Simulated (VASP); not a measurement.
# C (R-3m) in VASP: notebook

C is run at these levels: LDA; tasks: single point.

Program: VASP 6.6.1. These are calculated values, not measurements. Logs are shortened: lines on timing, memory, paths and dates and some standing lists are left out, and cuts for length are marked.

## (1) The cell of the first run

Symmetry: R-3m, No. 166, trigonal system. Conventional cell: a = 2.535 Å, b = 2.535 Å, c = 6.116 Å, α = 90.00°, β = 90.00°, γ = 120.00°. Within 2.0 Å of C (site symmetry 3m) lie 4 C at 1.53 to 1.55 Å.

## (2) Single point, LDA (equal xy, yz and zx shear strains of -1 %)

File INCAR:

```
SYSTEM = C
  PREC = Accurate
  ENCUT = 520
  EDIFF = 1E-7
  ISMEAR = -1
  SIGMA = 0.03
  LREAL = .FALSE.
  LASPH = .TRUE.
  NELM = 60
  ALGO = Normal
  ISIF = 2
  LWAVE = .FALSE.
  LCHARG = .FALSE.
  GGA = CA
  NBANDS = 11
```

File KPOINTS:

```
Automatic mesh
0
G
  16 16 16
  0 0 0
```

File POSCAR:

```
C
1.0
   -0.0178340000      1.7744830000      1.7744830000
    1.7744830000     -0.0178340000      1.7744830000
    1.7744830000      1.7744830000     -0.0178340000
C
2
Direct
    0.5000000000      0.5000000000      0.5000000000
    0.7500000000      0.7500000000      0.7500000000
```

Potentials or basis: VASP PAW LDA potentials, release 64 (C).

Started as:

```sh
$ cat potpaw_LDA.64/C/POTCAR > POTCAR
$ mpirun -np 1 vasp_std > vasp.out
```

OUTCAR:

```text
SYSTEM = C
   PREC = Accurate
   ENCUT = 520
   EDIFF = 1E-7
   ISMEAR = -1
   LREAL = .FALSE.
   LASPH = .TRUE.
   NELM = 60
   ISIF = 2
   GGA = CA

 ion  position               nearest neighbor table
   1  0.500  0.500  0.500-   2 1.53   2 1.55   2 1.55   2 1.55
   2  0.750  0.750  0.750-   1 1.53   1 1.55   1 1.55   1 1.55

  LATTYP: Found a trigonal (rhomboedric) cell.
 ALAT       =     2.5095612936
 COS(alpha) =     0.4899250057

  Lattice vectors:

 A1 = (  -0.0178340000,   1.7744830000,   1.7744830000)
 A2 = (   1.7744830000,  -0.0178340000,   1.7744830000)
 A3 = (   1.7744830000,   1.7744830000,  -0.0178340000)

Analysis of symmetry for initial positions (statically):
=====================================================================
 Subroutine PRICEL returns:
 Original cell was already a primitive cell.

 Routine SETGRP: Setting up the symmetry group for a
 trigonal (rhombohedral) supercell.

 Subroutine GETGRP returns: Found 12 space group operations
 (whereof  6 operations were pure point group operations)
 out of a pool of 12 trial point group operations.

The static configuration has the point symmetry C_3v.
 The point group associated with its full space group is D_3d.

Analysis of symmetry for dynamics (positions and initial velocities):
=====================================================================
 Subroutine PRICEL returns:
 Original cell was already a primitive cell.

 Routine SETGRP: Setting up the symmetry group for a
 trigonal (rhombohedral) supercell.

 Subroutine GETGRP returns: Found 12 space group operations
 (whereof  6 operations were pure point group operations)
 out of a pool of 12 trial point group operations.

The dynamic configuration has the point symmetry C_3v.
 The point group associated with its full space group is D_3d.

 Subroutine INISYM returns: Found 12 space group operations
 (whereof  6 operations are pure point group operations),
 and found     1 'primitive' translations

----------------------------------------------------------------------------------------

                                     Primitive cell

  volume of cell :      11.3434

  direct lattice vectors                    reciprocal lattice vectors
    -0.017834000  1.774483000  1.774483000    -0.277559577  0.280377440  0.280377440
     1.774483000 -0.017834000  1.774483000     0.280377440 -0.277559577  0.280377440
     1.774483000  1.774483000 -0.017834000     0.280377440  0.280377440 -0.277559577

  length of vectors
     2.509561294  2.509561294  2.509561294     0.484006546  0.484006546  0.484006546

  position of ions in fractional coordinates (direct lattice)
     0.500000000  0.500000000  0.500000000
     0.750000000  0.750000000  0.750000000

  ion indices of the primitive-cell ions
   primitive index   ion index
                 1           1
                 2           2

----------------------------------------------------------------------------------------

 KPOINTS: Automatic mesh

Automatic generation of k-mesh.
 Grid dimensions read from file:
 generate k-points for:   16   16   16

 Generating k-lattice:

  Cartesian coordinates                     Fractional coordinates (reciprocal lattice)
    -0.017347474  0.017523590  0.017523590     0.062500000  0.000000000  0.000000000
     0.017523590 -0.017347474  0.017523590     0.000000000  0.062500000  0.000000000
     0.017523590  0.017523590 -0.017347474     0.000000000  0.000000000  0.062500000

  Length of vectors
     0.030250409  0.030250409  0.030250409

  Shift w.r.t. Gamma in fractional coordinates (k-lattice)
     0.000000000  0.000000000  0.000000000

 Subroutine IBZKPT returns following result:
 ===========================================

 Found    417 irreducible k-points:

 Following reciprocal coordinates:
            Coordinates               Weight
  0.000000  0.000000  0.000000      1.000000
  0.062500  0.000000  0.000000      6.000000
  0.125000  0.000000  0.000000      6.000000
  0.187500  0.000000  0.000000      6.000000
  0.250000  0.000000  0.000000      6.000000
  0.312500  0.000000  0.000000      6.000000
[... 16 lines left out ...]
 -0.125000  0.062500 -0.000000     12.000000
 -0.062500  0.062500  0.000000      6.000000
 [... further k-points ...]
   k-points           NKPTS =    417   k-points in BZ     NKDIM =    417   number of bands    NBANDS=     11
   number of dos      NEDOS =    301   number of ions     NIONS =      2
   total plane-waves  NPLWV =   8000
   dimension x,y,z NGX =    20 NGY =   20 NGZ =   20
   dimension x,y,z NGXF=    40 NGYF=   40 NGZF=   40
   ions per type =               2
   NGX,Y,Z   is equivalent  to a cutoff of  13.25, 13.25, 13.25 a.u.
   NGXF,Y,Z  is equivalent  to a cutoff of  26.50, 26.50, 26.50 a.u.
 SYSTEM =  C
   PREC   = accura    normal or accurate (medium, high low for compatibility)
   ISTART =      0    job   : 0-new  1-cont  2-samecut
   ICHARG =      2    charge: 1-file 2-atom 10-const
   ISPIN  =      1    spin polarized calculation?
   LNONCOLLINEAR =      F non collinear calculations
   LSORBIT =      F    spin-orbit coupling
   LASPH  =      T    aspherical Exc in radial PAW
   ENCUT  =  520.0 eV  38.22 Ry    6.18 a.u.   4.67  4.67  4.67*2*pi/ulx,y,z
   NELM   =     60;   NELMIN=  2; NELMDL= -5     # of ELM steps
   EDIFF  = 0.1E-06   stopping-criterion for ELM
   LREAL  =      F    real-space projection
   EDIFFG = 0.1E-05   stopping-criterion for IOM
   NSW    =      0    number of steps for IOM
   IBRION =     -1    ionic relax: 0-MD 1-quasi-New 2-CG
   NFREE  =      0    steps in history (QN), initial steepest desc. (CG)
   ISIF   =      2    stress and relaxation
   ISYM   =      2    0-nonsym 1-usesym 2-fastsym
   POTIM  = 0.5000    time-step for ionic-motion
   TEBEG  =    0.0;   TEEND  =   0.0 temperature during run
   PSTRESS=    0.0 pullay stress
   NELECT =       8.0000    total number of electrons
   NUPDOWN=      -1.0000    fix difference up-down
   EMIN   =  10.00;   EMAX   =-10.00  energy-range for DOS
   EFERMI =   0.00;   METHOD = LEGACY
   ISMEAR =    -1;   SIGMA  =   0.03  broadening in eV -4-tet -1-fermi 0-gaus
   EFERMI_NEDOS =   21; number of points for ismear=-14 and -15
   IALGO  =     38    algorithm
   IMIX   =      4    mixing-type and parameters
     AMIX     =   0.40;   BMIX     =  1.00
     AMIX_MAG =   1.60;   BMIX_MAG =  1.00
  volume/ion in A,a.u.               =       5.67        38.27
  Fermi-wavevector in a.u.,A,eV,Ry     =   1.457215  2.753737 28.891638  2.123475
  Thomas-Fermi vector in A             =   2.574042
   LORBIT       =      0    0 simple, 1 ext, 2 COOP (PROOUT), +10 PAW based schemes
   GGA     = CA    functional components
   LHFCALC =     F    Hartree Fock is set to
   AEXX    =    0.0000 exact exchange contribution
   IVDW    =     0    specifies the selected vdW correction
   LEPSILON=     F    determine dielectric tensor
   LRPA    =     F    only Hartree local field effects (RPA)
 non-spin polarized calculation
  energy-cutoff  :      520.00
  volume of cell :       11.34
 maximum number of plane-waves:       325
   NGX =  9   NGY =  9   NGZ =  9

 number of electron       7.9999999 magnetization

 Free energy of the ion-electron system (eV)
  ---------------------------------------------------
  ext. energy  EPLUGINS =         0.00000000
  ---------------------------------------------------
  free energy    TOTEN  =       -20.22926120 eV

  energy without entropy =      -20.22926120  energy(sigma->0) =      -20.22926120

 E-fermi :  10.2624     XC(G=0): -13.4996

 val. band max:        9.7246610625   @ k =   0.0000   0.0000   0.0000
 cond. band min:      13.8119646537   @ k =   0.3750   0.3750   0.0000
 fundamental gap:      4.0873035912
 Fermi energy:        10.2623862027

 k-point     1 :       0.0000    0.0000    0.0000
  band No.  band energies     occupation
      1     -11.5959      2.00000
      2       9.7201      2.00000
      3       9.7247      2.00000
      4       9.7247      2.00000
      5      15.1139      0.00000
      6      15.1139      0.00000
      7      15.5575      0.00000
      8      23.3032      0.00000
      9      28.7330      0.00000
     10      36.3586      0.00000
     11      36.3587      0.00000

 k-point     2 :       0.0625    0.0000    0.0000
  band No.  band energies     occupation
      1     -11.4885      2.00000
      2       8.9809      2.00000
      3       9.5384      2.00000
      4       9.5393      2.00000
      5      15.3581      0.00000
      6      15.5456      0.00000
      7      15.8385      0.00000
      8      23.3747      0.00000
      9      28.9093      0.00000
     10      34.5881      0.00000
     11      34.7636      0.00000

 k-point     3 :       0.1250    0.0000    0.0000
  band No.  band energies     occupation
      1     -11.1670      2.00000
      2       7.2932      2.00000
      3       9.0868      2.00000
      4       9.0882      2.00000
      5      15.9609      0.00000
      6      16.2665      0.00000
      7      16.6152      0.00000
      8      23.5848      0.00000
      9      29.3501      0.00000
     10      33.0689      0.00000
     11      33.3239      0.00000
[... 267 lines left out ...]
 k-point    23 :      -0.1250    0.0625   -0.0000
  band No.  band energies     occupation
      1     -10.9197      2.00000
      2       6.6405      2.00000
      3       7.9376      2.00000
      4       9.2127      2.00000
      5      16.1188      0.00000
      6      16.7912      0.00000
      7      17.2827      0.00000
      8      23.6291      0.00000
      9      29.6293      0.00000
     10      31.6800      0.00000
     11      33.1176      0.00000

 k-point    24 :      -0.0625    0.0625    0.0000
  band No.  band energies     occupation
      1     -11.3107      2.00000
      2       8.3221      2.00000
      3       8.6212      2.00000
      4       9.5429      2.00000
      5      15.6353      0.00000
      6      15.9817      0.00000
      7      16.4573      0.00000
      8      23.4612      0.00000
      9      29.1730      0.00000
     10      32.9427      0.00000
     11      34.0706      0.00000

 [... further k-points ...]

------------------------ aborting loop because EDIFF is reached ----------------------------------------

  FORCE on cell =-STRESS in cart. coord.  units (eV):
  Direction    XX          YY          ZZ          XY          YZ          ZX
  --------------------------------------------------------------------------------------
  -------------------------------------------------------------------------------------
  Total       -0.8136955     -0.8136955     -0.8136955      0.4016399      0.4016399      0.4016399
  in kB     -114.9288114   -114.9288114   -114.9288114     56.7288287     56.7288287     56.7288287
  external PRESSURE =    -114.9288114 kB  Pullay stress =       0.0000000 kB

 VOLUME and BASIS-vectors are now :
 -----------------------------------------------------------------------------
  energy-cutoff  :      520.00
  volume of cell :       11.34
      direct lattice vectors                 reciprocal lattice vectors
    -0.017834000  1.774483000  1.774483000    -0.277559577  0.280377440  0.280377440
     1.774483000 -0.017834000  1.774483000     0.280377440 -0.277559577  0.280377440
     1.774483000  1.774483000 -0.017834000     0.280377440  0.280377440 -0.277559577

 POSITION                                       TOTAL-FORCE (eV/Angst)
 -----------------------------------------------------------------------------------
      1.76557      1.76557      1.76557        -0.035809     -0.035809     -0.035809
      2.64835      2.64835      2.64835         0.035809      0.035809      0.035809
 -----------------------------------------------------------------------------------
    total drift:                                0.000000     -0.000000      0.000000

  FREE ENERGIE OF THE ION-ELECTRON SYSTEM (eV)
  ---------------------------------------------------
  free  energy   TOTEN  =       -20.2292612028 eV

  energy  without entropy=      -20.2292612028  energy(sigma->0) =      -20.22926120
```

Wall time 65 s (1 thread of Intel Xeon 8259CL, shared host); peak memory 0.15 GiB.

What came out:

```
Free energy            : -20.2293 eV
Pressure               : -11.5 GPa
Largest force          : 0.062 eV/Å
Band gap on the k mesh : 4.09 eV (least direct gap 5.39 eV)
```

Forces on the atoms (eV/Å):
```
C   -0.036 -0.036 -0.036
C    0.036  0.036  0.036
```

Caveat: the cell differs from its parent crystal (equal xy, yz and zx shear strains of -1 %); the cell stands under tension. A k mesh can miss the band edges.

## (3) Single point, LDA (equal xy, yz and zx shear strains of +2 %)

File INCAR:

```
SYSTEM = C
PREC = Accurate
ENCUT = 520
EDIFF = 1E-6
ISMEAR = -1
SIGMA = 0.03
LREAL = .False.
LASPH = .True.
NELM = 60
ALGO = Normal
ISIF = 2
LWAVE = .False.
LCHARG = .True.
GGA = CA
LELF = .True.
LVHAR = .True.
NBANDS = 11
```

File KPOINTS:

```
Automatic mesh
0
Gamma
  16 16 16
  0 0 0
```

File POSCAR:

```
C
1.0
    0.0356680000      1.8012340000      1.8012340000
    1.8012340000      0.0356680000      1.8012340000
    1.8012340000      1.8012340000      0.0356680000
C
2
Direct
    0.5000000000      0.5000000000      0.5000000000
    0.7500000000      0.7500000000      0.7500000000
```

Potentials or basis: VASP PAW LDA potentials, release 64 (C).

Started as:

```sh
$ cat potpaw_LDA.64/C/POTCAR > POTCAR
$ mpirun -np 1 vasp_std > vasp.out
```

It took 71 s on 1 thread of Intel Xeon 8259CL, shared host; peak memory 0.14 GiB.

It converged, with:

```yaml
Free_energy: -20.2122 eV
Pressure: -11.0 GPa
Largest_force: 0.046 eV/Å
Band_gap_on_the_k_mesh: 4.05 eV (least direct gap 4.88 eV)
```

Forces in eV/Å, atoms in the order of the input:
```
C    0.026  0.026  0.026
C   -0.026 -0.026 -0.026
```

Stress tensor (GPa, compression positive):
```
-11.04 -10.94 -10.94
-10.94 -11.04 -10.94
-10.94 -10.94 -11.04
```

Levels at points of the mesh, in eV from the valence-band top:
```
           k point  band 2  band 3  band 4  band 5  band 6  band 7
(0.00, 0.00, 0.00)   -0.04    0.00    0.00    4.88    5.84    5.84
(0.50, 0.00, 0.00)  -13.38   -2.93   -2.85    7.83    8.64    8.96
(0.50, 0.50, 0.00)  -12.52   -6.49   -6.10    4.31    5.09   16.55
(0.50, 0.50, 0.50)  -13.34   -2.53   -2.53    8.55    8.55    9.69
```

Caveat: the cell differs from its parent crystal (equal xy, yz and zx shear strains of +2 %); the cell stands under tension. A k mesh can miss the band edges.
